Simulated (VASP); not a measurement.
Write the native input for VASP 6.6.1 that does the following.

```yaml
Task: relaxation of cell and atoms
Functional: PBE
Potentials_or_basis: VASP PAW PBE potentials, release 64 (Pb_d, Cl)
Cutoff: 600 eV
k_mesh: 10 × 10 × 10
Occupations: gaussian, width 0.1 eV
Spin: no spin polarisation
Dipole_correction: no
Further_INCAR_settings: ALGO = Normal; EDIFF = 1e-07; IBRION = 2; EDIFFG = -0.01; NSW = 100; ISIF = 3
```

The structure of Pb3Cl lies in POSCAR:

```
Pb3Cl
1.0
    4.8736333883      0.0000000000      0.0000000000
    0.0000000000      4.8736333883      0.0000000000
    0.0000000000      0.0000000000      4.8736333883
Pb Cl
3 1
Direct
    0.0000000000      0.5000000000      0.5000000000
    0.5000000000      0.0000000000      0.5000000000
    0.5000000000      0.5000000000      0.0000000000
    0.0000000000      0.0000000000      0.0000000000
```

One way to write it, as run:

INCAR

```
SYSTEM = Pb3Cl
PREC = Accurate ; ENCUT = 600
EDIFF = 1E-7 ; ISMEAR = 0
SIGMA = 0.1 ; LREAL = .False.
LASPH = .True. ; NELM = 80
ALGO = Normal ; ISIF = 3
LWAVE = .False. ; LCHARG = .False.
GGA = PE ; IBRION = 2
NSW = 100 ; EDIFFG = -0.01
```

KPOINTS

```
Automatic mesh
0
Gamma
  10 10 10
  0 0 0
```

Potentials or basis: VASP PAW PBE potentials, release 64 (Pb_d, Cl).

Run with:

```sh
$ cat potpaw_PBE.64/Pb_d/POTCAR potpaw_PBE.64/Cl/POTCAR > POTCAR
$ mpirun -np 1 vasp_std > vasp.out
```

It gave:

| Property | Result |
| --- | --- |
| Relaxed volume | 30.31 Å³/atom |
| Relaxed cell | a = 4.949 Å, b = 4.949 Å, c = 4.949 Å, α = 90.00°, β = 90.00°, γ = 90.00° |
| Space group after relaxing (to 0.1 Å) | Pm-3m (No. 221) |
| Energy gained by relaxing | 7.8 meV/atom |
| Ionic steps | 3 |
| Pressure after relaxing | 0.0 GPa |
| Band gap on the k mesh | zero (an odd number of electrons rules out a gap without spin polarisation) |

Caveat: spin-orbit coupling is left out, which moves the levels of the heavy elements.

Wall time 2.8 min on 1 thread of Intel(R) Xeon(R) 6975P-C (Granite Rapids), with other jobs on the host, peak memory 0.37 GiB.
